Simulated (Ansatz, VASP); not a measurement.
# InAs in VASP and in Ansatz

```
In As
1.0
     0.00000    2.84143    2.84143
     2.84143    0.00000    2.84143
     2.84143    2.84143    0.00000
In As
1 1
Cartesian
  0.0000 0.0000 0.0000
  2.8414 2.8414 2.8414
```

Alike in both runs: task single point; functional HSE06; k mesh 4 × 4 × 4; occupations fermi-dirac, width 0.02 eV; no spin polarisation.

```csv
,VASP,Ansatz
version,VASP 6.6.1,Ansatz 0.2.0
potentials or method,"VASP PAW PBE potentials, release 64 (In_d, As)","plane waves, PAW"
plane-wave cutoff (eV),520,420
valence electrons in the cell,18,28
```

```tsv
	VASP	Ansatz	Ansatz less VASP
pressure (GPa)	0.4	0.6	+0.16
```

With one functional, cell and mesh, what is left measures potentials, basis and numerics. VASP's potentials hold 18 valence electrons a cell and Ansatz's 28, so a difference there can come from the potentials and not from the codes. Ansatz's warnings: filled band counts differ across k points, stress exchange threshold loose, stress scf threshold loose.

The k mesh is coarse, so the values compare programs but aren't converged.
